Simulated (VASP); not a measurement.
A run of VASP 6.6.1 is set up as follows.

INCAR

```
PREC = Accurate
ENCUT = 420
EDIFF = 1E-6
ISMEAR = -1
SIGMA = 0.3102
LREAL = Auto
LASPH = True
NELM = 120
ALGO = Normal
ISIF = 2
LWAVE = False
LCHARG = False
GGA = PE
ISYM = -1
NBANDS = 57
GGA_COMPAT = False
```

Contents of KPOINTS:

```
explicit points
1
Reciprocal
  0.25000000   0.25000000   0.25000000 1
```

The input POSCAR:

```
B9W
1.0
    5.2893000000      0.0549780000     -0.1542150000
    0.0549780000      5.6170210000     -0.0299570000
   -0.1542150000     -0.0299570000      5.3834570000
B W
18 2
Direct
    0.8491486506      0.6945071114     -0.1860158243
    0.3726856790      0.6492066334      0.7664588024
    0.0949286250      0.6037711009      0.2876769683
    0.5316685872      0.6034034820      0.3079115203
   -0.0087273353      0.8981745951      0.2245134920
    0.1623850187      0.5839985691      0.9232509985
    0.5403961939      0.3006675083      1.1527392706
    0.5106526081      0.2102636851      0.5394463374
    0.1863383122      0.2720910806      0.0467610673
    0.6128824473      0.8787965554      0.2981526136
    1.1439239988      0.3859828290      0.6801852652
    0.7641492842      0.4458199743      0.5447660696
    0.3051876267      0.0083327057      0.2887334537
    0.8119086081      0.1439317450      0.1425625299
    0.8539586830     -0.2376302612      0.4926318811
    0.1980678329      0.8687950925      0.5822896933
    1.0947685730      0.3282231831      0.3600393423
    0.6892656586      0.7974883364      1.0262436315
    0.8423964469      0.0787205941      0.7349701875
    0.3350785854      0.0360652347      0.8689164881
```

Potentials or basis: VASP PAW PBE potentials, release 64 (B, W_sv).

The run is started by

```bash
$ cat potpaw_PBE.64/B/POTCAR potpaw_PBE.64/W_sv/POTCAR > POTCAR
$ mpirun -np 1 vasp_std > vasp.out
```

Q: Predict the largest force.

A: 8.718 eV/Å.

Q: Predict the pressure.

A: 14.5 GPa.

Stress tensor (GPa, compression positive):
```
 8.21 -3.93 -9.04
-3.93 17.28  4.43
-9.04  4.43 17.98
```

Caveat: the atoms stand as in a frame of molecular dynamics; so wide a smearing shifts energies and pressures.
